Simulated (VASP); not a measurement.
Here is a VASP 6.6.1 calculation.

File POSCAR:

```
AgCl
1.0
    0.0000000000      2.7496037927      2.7496037927
    2.7496037927      0.0000000000      2.7496037927
    2.7496037927      2.7496037927      0.0000000000
Ag Cl
1 1
Direct
    0.0000000000      0.0000000000      0.0000000000
    0.5000000000      0.5000000000      0.5000000000
```

File INCAR.step1:

```
  PREC = Accurate
  ENCUT = 550
  ISMEAR = -1
  SIGMA = 0.03
  LREAL = F
  LASPH = T
  NELM = 120
  NBANDS = 16
  GGA = PE
  ALGO = Normal
  EDIFF = 1E-5
  LWAVE = T
  LCHARG = F
  GGA_COMPAT = F
```

INCAR.step2

```
  PREC = Accurate
  ENCUT = 550
  EDIFF = 1E-6
  ISMEAR = -1
  SIGMA = 0.03
  LREAL = F
  LASPH = T
  NELM = 120
  ALGO = Normal
  ISIF = 2
  LWAVE = F
  LCHARG = F
  METAGGA = R2SCAN
  LMIXTAU = T
  LUSE_VDW = T
  IVDW_NL = 2
  BPARAM = 11.95
  CPARAM = 0.0093
  NBANDS = 16
  ISTART = 1
  GGA_COMPAT = F
```

Contents of KPOINTS:

```
Automatic mesh
0
Gamma
  8 8 8
```

Potentials or basis: VASP PAW PBE potentials, release 64 (Ag, Cl).

Launch:

```bash
$ cat potpaw_PBE.64/Ag/POTCAR potpaw_PBE.64/Cl/POTCAR > POTCAR
$ cp INCAR.step1 INCAR
$ mpirun -np 1 vasp_std > vasp.out
$ cp INCAR.step2 INCAR
$ mpirun -np 1 vasp_std > vasp.out
```

(1) Estimate the pressure.

(2) Predict the band gap on the k mesh.

Results:

(1) 0.1 GPa.

(2) 1.37 eV (least direct gap 3.74 eV).

Caveat: the PAW data sets were made with another functional, which shifts forces and pressure a little.
